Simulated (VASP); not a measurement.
Write the native input for VASP 6.6.1 that does the following.

```
Task                   : single point
Functional             : PBE
Potentials or basis    : VASP PAW PBE potentials, release 64 (Ca_sv, Si, N)
Cutoff                 : 600 eV
k mesh                 : 6 × 6 × 4
Occupations            : gaussian, width 0.1 eV
Spin                   : collinear spin, ferromagnetic start
Starting moments       : [0.0, 0.0, 0.0, 1.0, 1.0] μB
Dipole correction      : no
Further INCAR settings : ALGO = Normal; EDIFF = 1e-06; NBANDS = 29
```

The structure of Ca2SiN2 lies in POSCAR:

```
Ca2SiN2
1.0
    4.1582359318      0.0000000029      0.0000000000
   -2.0791179684      3.6011379504      0.0000000000
    0.0000000000      0.0000000000      5.3116959282
Ca Si N
2 1 2
Direct
    0.6666666667      0.3333333333      0.7114125745
    0.3333333333      0.6666666667      0.2885874255
    0.0000000000      0.0000000000      0.0000000000
    0.3333333333      0.6666666667      0.7709130266
    0.6666666667      0.3333333333      0.2290869734
```

The cell was built from a structure type or drawn by symmetry, and may not be a known phase.

These files were run (other wordings do the same):

INCAR

```
SYSTEM = Ca2SiN2
PREC = Accurate
ENCUT = 600
EDIFF = 1E-6
ISMEAR = 0
SIGMA = 0.1
LREAL = .FALSE.
LASPH = .TRUE.
NELM = 200
ALGO = Normal
ISIF = 2
LWAVE = .FALSE.
LCHARG = .FALSE.
ISPIN = 2
MAGMOM = 0 0 0 1 1
LORBIT = 11
GGA = PE
NBANDS = 29
GGA_COMPAT = .FALSE.
```

KPOINTS

```
regular mesh
0
G
  6 6 4
  0 0 0
```

Potentials or basis: VASP PAW PBE potentials, release 64 (Ca_sv, Si, N).

Launch:

```bash
$ cat potpaw_PBE.64/Ca_sv/POTCAR potpaw_PBE.64/Si/POTCAR potpaw_PBE.64/N/POTCAR > POTCAR
$ mpirun -np 1 vasp_std > vasp.out
```

Results of the run:

| Item | Value |
| --- | --- |
| Pressure | 0.1 GPa |
| Largest force | 0.019 eV/Å |
| Band gap on the k mesh | zero (filled and empty bands overlap) |
| Net moment | 0.00 μB per cell |
| Valence electrons inside the program's atomic spheres | Ca 8.26; Si 1.54; N 3.52 |

Run time: 57 s on 1 thread of Intel(R) Xeon(R) 6975P-C (Granite Rapids) (shared host), peak memory 0.32 GiB.
